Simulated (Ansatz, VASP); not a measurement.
**Two plane-wave programs on TiPt5**

Contents of INCAR:

```
PREC = Accurate ; ENCUT = 520
EDIFF = 1E-7 ; ISMEAR = 0
SIGMA = 0.1 ; LREAL = F
LASPH = T ; NELM = 80
ALGO = Fast ; ISIF = 2
LWAVE = F ; LCHARG = T
GGA = PE ; LELF = T
LVHAR = T ; NBANDS = 40
```

Contents of KPOINTS:

```
Automatic mesh
0
Gamma
  6 6 4
```

Contents of POSCAR:

```
TiPt5
1.0
    3.6428717600      0.0000000000      0.0000000000
    0.0000000000      3.6428717600      0.0000000000
    0.0000000000      0.0000000000      6.9878247000
Ti Pt
1 5
Direct
    0.5000000000      0.5000000000      0.5000000000
    0.0000000000      0.5000000000      0.1396811200
    0.5000000000      0.0000000000      0.1396811200
    0.0000000000      0.5000000000      0.8603188800
    0.5000000000      0.0000000000      0.8603188800
    0.0000000000      0.0000000000      0.5000000000
```

Input for Ansatz:

```yaml
crystal:
  lattice:
    - [3.64287176, 0.0, 0.0]
    - [0.0, 3.64287176, 0.0]
    - [0.0, 0.0, 6.9878247]
  atoms:
    - { symbol: Ti, position: [0.5, 0.5, 0.5] }
    - { symbol: Pt, position: [0.0, 0.5, 0.13968112] }
    - { symbol: Pt, position: [0.5, 0.0, 0.13968112] }
    - { symbol: Pt, position: [0.0, 0.5, 0.86031888] }
    - { symbol: Pt, position: [0.5, 0.0, 0.86031888] }
    - { symbol: Pt, position: [0.0, 0.0, 0.5] }
basis:
  ecutwfc: 420
kpoints:
  mp_grid: { grid: [6, 6, 4] }
hamiltonian:
  xc: pbe
scf:
  occupations: { method: gaussian, width: 0.1 }
  lower_state_search: "off"
output:
  forces: true
  stress: true
  eigenvalues: true
```

Alike in both runs: task single point; functional PBE; k mesh 6 × 6 × 4; occupations gaussian, width 0.1 eV; no spin polarisation.

```csv
,VASP,Ansatz
version,VASP 6.6.1,Ansatz 0.2.0
potentials or method,"VASP PAW PBE potentials, release 64 (Ti_sv, Pt), cutoff 520 eV","scalar-relativistic, plane waves, PAW"
valence electrons in the cell,62,102
```

```csv
,VASP,Ansatz,Ansatz less VASP
gap on the k mesh at the Fermi level (eV),none,none,-
rms of the force components (eV/Å),11.087,12.493,+1.4060
```

Atom by atom the forces differ by 1.406 eV/Å (rms over components). A gap of «none» marks a metal or a gap that the smearing closes. With one functional, cell and mesh, what is left measures potentials, basis and numerics. VASP's potentials hold 62 valence electrons a cell and Ansatz's 102, so a difference there can come from the potentials and not from the codes.

Spin-orbit coupling is off throughout.
